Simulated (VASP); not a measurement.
Wanted: the native input for a VASP 6.6.1 run.

```yaml
Task: single point
Functional: LDA
Potentials_or_basis: VASP PAW LDA potentials, release 64 (Sn_d, O)
Cutoff: 520 eV
k_mesh: 6 × 6 × 8
Occupations: gaussian, width 0.05 eV
Spin: no spin polarisation
Dipole_correction: no
Further_INCAR_settings: ALGO = Normal; EDIFF = 1e-06; NBANDS = 35
```

The structure of SnO2 lies in POSCAR:

```
SnO2
1.0
    4.6504524040      0.0000000000      0.0000000000
    0.0000000000      4.6533827826      0.0000000000
    0.0000000000      0.0000000000      3.1421691089
Sn O
2 4
Direct
    0.5000000000      0.5000000000      0.5000000000
    0.0000000000      0.0000000000      0.0000000000
    0.3055669685      0.3065721192      0.0000000000
    0.8055669685      0.1934278808      0.5000000000
    0.1944330315      0.8065721192      0.5000000000
    0.6944330315      0.6934278808      0.0000000000
```

This cell differs from its parent crystal: strain -0.015 along x and y, -0.015 along z.

These files were run (other wordings do the same):

INCAR

```
PREC = Accurate
ENCUT = 520
EDIFF = 1E-6
ISMEAR = 0
SIGMA = 0.05
LREAL = F
LASPH = T
NELM = 100
ALGO = Normal
ISIF = 2
LWAVE = F
LCHARG = F
NBANDS = 35
```

KPOINTS

```
Automatic mesh
0
Gamma
  6 6 8
```

Potentials or basis: VASP PAW LDA potentials, release 64 (Sn_d, O).

Command:

```console
$ cat potpaw_LDA.64/Sn_d/POTCAR potpaw_LDA.64/O/POTCAR > POTCAR
$ mpirun -np 1 vasp_std > vasp.out
```

Results of the run:

The pressure is 12.2 GPa and the largest force is 0.188 eV/Å. The band gap on the k mesh is 1.75 eV.

Caveat: the cell differs from its parent crystal (strain -0.015 along x and y, -0.015 along z); the cell stands under pressure; spin-orbit coupling is left out, which moves the levels of the heavy elements.

It took 95 s on 1 thread of Intel Xeon 6455B, on a shared host, peak memory 0.26 GiB.
